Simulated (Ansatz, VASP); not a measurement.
**CdTe in VASP and in Ansatz**

```
Te Cd
1.0
     0.00000    3.20500    3.20500
     3.20500    0.00000    3.20500
     3.20500    3.20500    0.00000
Te Cd
1 1
Cartesian
  4.8075 4.8075 4.8075
  0.0000 0.0000 0.0000
```

Alike in both runs: task relaxation of cell and atoms; functional PBE; dispersion D4; k mesh 7 × 7 × 7; occupations fermi-dirac, width 0.05 eV; no spin polarisation.

```csv
,VASP,Ansatz
version,VASP 6.6.1,Ansatz 0.2.0
potentials or method,"VASP PAW PBE potentials, release 64 (Te, Cd), cutoff 600 eV","all-electron LAPW, scalar-relativistic"
```

Ansatz gave:

* relaxed volume (Å³/atom): 34.58
* relaxed cell length with the largest relative difference (Å): 4.607

Problem. Estimate VASP's values.

Solution. Relaxed volume (Å³/atom): 34.65; relaxed cell length with the largest relative difference (Å): 4.610.

Ansatz ran all-electron here, and VASP with PAW potentials.

Spin-orbit coupling is off throughout.
